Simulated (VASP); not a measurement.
Cd2HgTe3: single point with PBE

The system is Cd2HgTe3.

```
Cd Hg Te
1.0
     4.33636    0.00000    0.00000
    -2.16818    3.75539    0.00000
     0.00000    0.00000   10.64200
Cd Hg Te
2 1 3
Direct
  0.33333 0.66667 0.66669
  0.66667 0.33333 0.33331
  0.00000 0.00000 0.00000
  0.00000 0.00000 0.50000
  0.33333 0.66667 0.17063
  0.66667 0.33333 0.82937
```

```
Program             : VASP 6.6.1
Task                : single point
Functional          : PBE
Potentials or basis : VASP PAW PBE potentials, release 64 (Cd, Hg, Te)
Cutoff              : 520 eV
k mesh              : 12 × 12 × 4
Occupations         : gaussian, width 0.1 eV
Spin                : no spin polarisation
```

The pressure is 0.1 GPa and the largest force is 0.007 eV/Å. The band gap on the k mesh is zero (bands 27 and 28 overlap by 0.77 eV).

Forces on the atoms (eV/Å):
```
Cd   0.000  0.000  0.007
Cd   0.000  0.000 -0.007
Hg   0.000  0.000  0.000
Te   0.000  0.000  0.000
Te   0.000  0.000  0.002
Te   0.000  0.000 -0.002
```

Levels at points of the mesh, in eV from the Fermi level:
```
           k point  band 25  band 26  band 27  band 28  band 29  band 30
(0.00, 0.00, 0.00)    -0.19    -0.17    -0.01    -0.01     2.70     2.78
(0.50, 0.00, 0.00)    -1.27    -1.14    -0.68    -0.62     1.72     2.07
(0.00, 0.00, 0.50)    -0.35     0.08     0.08     1.55     1.97     2.75
(0.50, 0.00, 0.50)    -1.64    -0.31     0.07     0.10     0.23     2.73
```

Run time: 6.6 min on 1 thread of Intel(R) Xeon(R) Platinum 8488C (Sapphire Rapids), on a shared host, peak memory 0.55 GiB.

Caveat: semilocal functionals underestimate gaps, so a narrow gap can read as zero; spin-orbit coupling is left out, which moves the levels of the heavy elements.
